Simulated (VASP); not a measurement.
# Tb (Fd-3m) in VASP: single point with LDA

Aim: the single point of Tb with LDA.

All numbers are computed with VASP 6.6.1; they aren't measurements. Logs are shortened: lines on timing, memory, paths and dates and some standing lists are left out, and cuts for length are marked.

## (1) The cell of the first run

It takes space group Fd-3m (No. 227, cubic). The conventional cell has a = 5.411 Å, b = 5.411 Å, c = 5.411 Å, α = 90.00°, β = 90.00°, γ = 90.00°. Within 3.1 Å of Tb (site symmetry -43m) lie 4 Tb at 2.34 Å.

This isn't the form of Tb at room conditions, which is hcp.

## (2) Single point, LDA

The input, INCAR:

```
PREC     = Accurate       # precision mode
ENCUT    = 520            # plane-wave cutoff, eV
EDIFF    = 1E-6           # SCF threshold, eV
ISMEAR   = -1             # smearing method
SIGMA    = 0.13605693000000002 # smearing width, eV
LREAL    = False          # projectors in reciprocal space
LASPH    = True           # aspherical terms in the spheres
NELM     = 60             # most SCF steps
ALGO     = Normal         # electronic algorithm
ISIF     = 2              # what is computed and relaxed
LWAVE    = False          # write WAVECAR
LCHARG   = False          # write CHGCAR
GGA      = CA             # functional
NBANDS   = 26             # bands
```

The input, KPOINTS:

```
regular mesh
0
Gamma
  9 9 9
```

The input, POSCAR:

```
Tb
1.0
    0.0000000000      2.7053392290      2.7053392290
    2.7053392290      0.0000000000      2.7053392290
    2.7053392290      2.7053392290      0.0000000000
Tb
2
Direct
    0.0000000000      0.0000000000      0.0000000000
    0.2500000000      0.2500000000      0.2500000000
```

Potentials or basis: VASP PAW PBE potentials, release 64 (Tb).

Started as:

```sh
$ cat potpaw_PBE.64/Tb/POTCAR > POTCAR
$ mpirun -np 1 vasp_std > vasp.out
```

OUTCAR:

```text
PREC = Accurate
   ENCUT = 520
   EDIFF = 1E-6
   ISMEAR = -1
   LREAL = False
   LASPH = True
   NELM = 60
   ISIF = 2
   GGA = CA

 ion  position               nearest neighbor table
   1  0.000  0.000  0.000-   2 2.34   2 2.34   2 2.34   2 2.34
   2  0.250  0.250  0.250-   1 2.34   1 2.34   1 2.34   1 2.34

  LATTYP: Found a face centered cubic cell.
 ALAT       =     5.4106784580

  Lattice vectors:

 A1 = (   0.0000000000,   2.7053392290,   2.7053392290)
 A2 = (   2.7053392290,   0.0000000000,   2.7053392290)
 A3 = (   2.7053392290,   2.7053392290,   0.0000000000)

Analysis of symmetry for initial positions (statically):
=====================================================================
 Subroutine PRICEL returns:
 Original cell was already a primitive cell.

 Routine SETGRP: Setting up the symmetry group for a
 face centered cubic supercell.

 Subroutine GETGRP returns: Found 48 space group operations
 (whereof 24 operations were pure point group operations)
 out of a pool of 48 trial point group operations.

The static configuration has the point symmetry T_d .
 The point group associated with its full space group is O_h .

Analysis of symmetry for dynamics (positions and initial velocities):
=====================================================================
 Subroutine PRICEL returns:
 Original cell was already a primitive cell.

 Routine SETGRP: Setting up the symmetry group for a
 face centered cubic supercell.

 Subroutine GETGRP returns: Found 48 space group operations
 (whereof 24 operations were pure point group operations)
 out of a pool of 48 trial point group operations.

The dynamic configuration has the point symmetry T_d .
 The point group associated with its full space group is O_h .

 Subroutine INISYM returns: Found 48 space group operations
 (whereof 24 operations are pure point group operations),
 and found     1 'primitive' translations

----------------------------------------------------------------------------------------

                                     Primitive cell

  volume of cell :      39.6000

  direct lattice vectors                    reciprocal lattice vectors
     0.000000000  2.705339229  2.705339229    -0.184819706  0.184819706  0.184819706
     2.705339229  0.000000000  2.705339229     0.184819706 -0.184819706  0.184819706
     2.705339229  2.705339229  0.000000000     0.184819706  0.184819706 -0.184819706

  length of vectors
     3.825927428  3.825927428  3.825927428     0.320117120  0.320117120  0.320117120

  position of ions in fractional coordinates (direct lattice)
     0.000000000  0.000000000  0.000000000
     0.250000000  0.250000000  0.250000000

  ion indices of the primitive-cell ions
   primitive index   ion index
                 1           1
                 2           2

----------------------------------------------------------------------------------------

 KPOINTS: regular mesh

Automatic generation of k-mesh.
 Grid dimensions read from file:
 generate k-points for:    9    9    9

 Generating k-lattice:

  Cartesian coordinates                     Fractional coordinates (reciprocal lattice)
    -0.020535523  0.020535523  0.020535523     0.111111111  0.000000000  0.000000000
     0.020535523 -0.020535523  0.020535523     0.000000000  0.111111111  0.000000000
     0.020535523  0.020535523 -0.020535523     0.000000000  0.000000000  0.111111111

  Length of vectors
     0.035568569  0.035568569  0.035568569

  Shift w.r.t. Gamma in fractional coordinates (k-lattice)
     0.000000000  0.000000000  0.000000000

 Subroutine IBZKPT returns following result:
 ===========================================

 Found     35 irreducible k-points:

 Following reciprocal coordinates:
            Coordinates               Weight
  0.000000  0.000000  0.000000      1.000000
  0.111111  0.000000  0.000000      8.000000
  0.222222  0.000000  0.000000      8.000000
  0.333333  0.000000  0.000000      8.000000
  0.444444  0.000000  0.000000      8.000000
  0.111111  0.111111  0.000000      6.000000
[... 16 lines left out ...]
 -0.333333  0.333333  0.000000     12.000000
  0.444444  0.444444  0.000000      6.000000
 [... further k-points ...]
   k-points           NKPTS =     35   k-points in BZ     NKDIM =     35   number of bands    NBANDS=     26
   number of dos      NEDOS =    301   number of ions     NIONS =      2
   total plane-waves  NPLWV =  21952
   dimension x,y,z NGX =    28 NGY =   28 NGZ =   28
   dimension x,y,z NGXF=    56 NGYF=   56 NGZF=   56
   ions per type =               2
   NGX,Y,Z   is equivalent  to a cutoff of  12.17, 12.17, 12.17 a.u.
   NGXF,Y,Z  is equivalent  to a cutoff of  24.33, 24.33, 24.33 a.u.
 SYSTEM =  unknown system
   PREC   = accura    normal or accurate (medium, high low for compatibility)
   ISTART =      0    job   : 0-new  1-cont  2-samecut
   ICHARG =      2    charge: 1-file 2-atom 10-const
   ISPIN  =      1    spin polarized calculation?
   LNONCOLLINEAR =      F non collinear calculations
   LSORBIT =      F    spin-orbit coupling
   LASPH  =      T    aspherical Exc in radial PAW
   ENCUT  =  520.0 eV  38.22 Ry    6.18 a.u.   7.11  7.11  7.11*2*pi/ulx,y,z
   NELM   =     60;   NELMIN=  2; NELMDL= -5     # of ELM steps
   EDIFF  = 0.1E-05   stopping-criterion for ELM
   LREAL  =      F    real-space projection
   EDIFFG = 0.1E-04   stopping-criterion for IOM
   NSW    =      0    number of steps for IOM
   IBRION =     -1    ionic relax: 0-MD 1-quasi-New 2-CG
   NFREE  =      0    steps in history (QN), initial steepest desc. (CG)
   ISIF   =      2    stress and relaxation
   ISYM   =      2    0-nonsym 1-usesym 2-fastsym
   POTIM  = 0.5000    time-step for ionic-motion
   TEBEG  =    0.0;   TEEND  =   0.0 temperature during run
   PSTRESS=    0.0 pullay stress
   NELECT =      38.0000    total number of electrons
   NUPDOWN=      -1.0000    fix difference up-down
   EMIN   =  10.00;   EMAX   =-10.00  energy-range for DOS
   EFERMI =   0.00;   METHOD = LEGACY
   ISMEAR =    -1;   SIGMA  =   0.14  broadening in eV -4-tet -1-fermi 0-gaus
   EFERMI_NEDOS =   21; number of points for ismear=-14 and -15
   IALGO  =     38    algorithm
   IMIX   =      4    mixing-type and parameters
     AMIX     =   0.40;   BMIX     =  1.00
     AMIX_MAG =   1.60;   BMIX_MAG =  1.00
  volume/ion in A,a.u.               =      19.80       133.62
  Fermi-wavevector in a.u.,A,eV,Ry     =   1.614746  3.051428 35.475908  2.607406
  Thomas-Fermi vector in A             =   2.709605
   LORBIT       =      0    0 simple, 1 ext, 2 COOP (PROOUT), +10 PAW based schemes
   GGA     = CA    functional components
   LHFCALC =     F    Hartree Fock is set to
   AEXX    =    0.0000 exact exchange contribution
   IVDW    =     0    specifies the selected vdW correction
   LEPSILON=     F    determine dielectric tensor
   LRPA    =     F    only Hartree local field effects (RPA)
 non-spin polarized calculation
  energy-cutoff  :      520.00
  volume of cell :       39.60
 maximum number of plane-waves:      1075
   NGX = 15   NGY = 15   NGZ = 15

 number of electron      37.9999983 magnetization

 Free energy of the ion-electron system (eV)
  ---------------------------------------------------
  ext. energy  EPLUGINS =         0.00000000
  ---------------------------------------------------
  free energy    TOTEN  =       -11.12985822 eV

  energy without entropy =      -10.11950776  energy(sigma->0) =      -10.62468299

 E-fermi :   3.8473     XC(G=0): -12.5191

 val. band max:        3.8451130208   @ k =   0.2222   0.1111   0.0000
 cond. band min:       3.8484198978   @ k =   0.3333   0.2222   0.0000
 fundamental gap:      0.0033068770
 Fermi energy:         3.8473295461

 k-point     1 :       0.0000    0.0000    0.0000
  band No.  band energies     occupation
      1     -40.9349      2.00000
      2     -37.5625      2.00000
      3     -18.7063      2.00000
      4     -18.7063      2.00000
      5     -18.7063      2.00000
      6     -15.1046      2.00000
[... 18 lines left out ...]
     25       4.2305      0.11290
     26       7.3280      0.00000

 k-point     2 :       0.1111    0.0000    0.0000
  band No.  band energies     occupation
      1     -40.8710      2.00000
      2     -37.6554      2.00000
      3     -18.7808      2.00000
      4     -18.7808      2.00000
      5     -18.7193      2.00000
      6     -15.0291      2.00000
[... 18 lines left out ...]
     25       4.3690      0.04233
     26       7.2257      0.00000

 k-point     3 :       0.2222    0.0000    0.0000
  band No.  band energies     occupation
      1     -40.6919      2.00000
      2     -37.9075      2.00000
      3     -18.9529      2.00000
      4     -18.9529      2.00000
      5     -18.7689      2.00000
      6     -14.8013      2.00000
[... 18 lines left out ...]
     25       4.5048      0.01581
     26       7.2407      0.00000

 k-point     4 :       0.3333    0.0000    0.0000
  band No.  band energies     occupation
      1     -40.4424      2.00000
      2     -38.2385      2.00000
      3     -19.1264      2.00000
      4     -19.1264      2.00000
      5     -18.8487      2.00000
      6     -14.4819      2.00000
[... 18 lines left out ...]
     25       4.6487      0.00552
     26       6.7786      0.00000
[... 496 lines left out ...]
      1     -39.7193      2.00000
      2     -39.0856      2.00000
      3     -19.9268      2.00000
      4     -19.6461      2.00000
      5     -17.2498      2.00000
      6     -16.0557      2.00000
[... 18 lines left out ...]
     25       5.8306      0.00000
     26       8.1878      0.00000

 k-point    23 :      -0.3333    0.3333    0.0000
  band No.  band energies     occupation
      1     -39.8114      2.00000
      2     -38.9856      2.00000
      3     -19.9860      2.00000
      4     -19.5214      2.00000
      5     -17.4953      2.00000
      6     -15.6908      2.00000
[... 18 lines left out ...]
     25       5.1617      0.00013
     26       8.0912      0.00000

 k-point    24 :       0.4444    0.4444    0.0000
  band No.  band energies     occupation
      1     -39.6911      2.00000
      2     -39.1158      2.00000
      3     -19.7692      2.00000
      4     -19.7692      2.00000
      5     -17.0414      2.00000
      6     -16.4918      2.00000
[... 18 lines left out ...]
     25       6.8612      0.00000
     26       6.8612      0.00000

 [... further k-points ...]

------------------------ aborting loop because EDIFF is reached ----------------------------------------

  FORCE on cell =-STRESS in cart. coord.  units (eV):
  Direction    XX          YY          ZZ          XY          YZ          ZX
  --------------------------------------------------------------------------------------
  -------------------------------------------------------------------------------------
  Total        0.6034303      0.6034303      0.6034303      0.0000000      0.0000000     -0.0000000
  in kB       24.4142007     24.4142007     24.4142007      0.0000000      0.0000000     -0.0000000
  external PRESSURE =      24.4142007 kB  Pullay stress =       0.0000000 kB

 VOLUME and BASIS-vectors are now :
 -----------------------------------------------------------------------------
  energy-cutoff  :      520.00
  volume of cell :       39.60
      direct lattice vectors                 reciprocal lattice vectors
     0.000000000  2.705339229  2.705339229    -0.184819706  0.184819706  0.184819706
     2.705339229  0.000000000  2.705339229     0.184819706 -0.184819706  0.184819706
     2.705339229  2.705339229  0.000000000     0.184819706  0.184819706 -0.184819706

 POSITION                                       TOTAL-FORCE (eV/Angst)
 -----------------------------------------------------------------------------------
      0.00000      0.00000      0.00000        -0.000000     -0.000000     -0.000000
      1.35267      1.35267      1.35267         0.000000      0.000000      0.000000
 -----------------------------------------------------------------------------------
    total drift:                                0.000000      0.000000      0.000000

  FREE ENERGIE OF THE ION-ELECTRON SYSTEM (eV)
  ---------------------------------------------------
  free  energy   TOTEN  =       -11.1298582152 eV

  energy  without entropy=      -10.1195077612  energy(sigma->0) =      -10.62468299
```

Wall time 3.2 min (1 thread of Intel Xeon 8259CL, shared host); peak memory 0.17 GiB.

Results:

```
Free energy            : -11.1299 eV
Pressure               : 2.4 GPa
Band gap on the k mesh : zero (bands 19 and 20 overlap by 0.31 eV)
```

Caveat: the PAW data sets were made with another functional, which shifts forces and pressure a little; spin-orbit coupling is left out, which moves the levels of the heavy elements; semilocal functionals describe open f shells poorly, which spoils levels, moments and volumes.
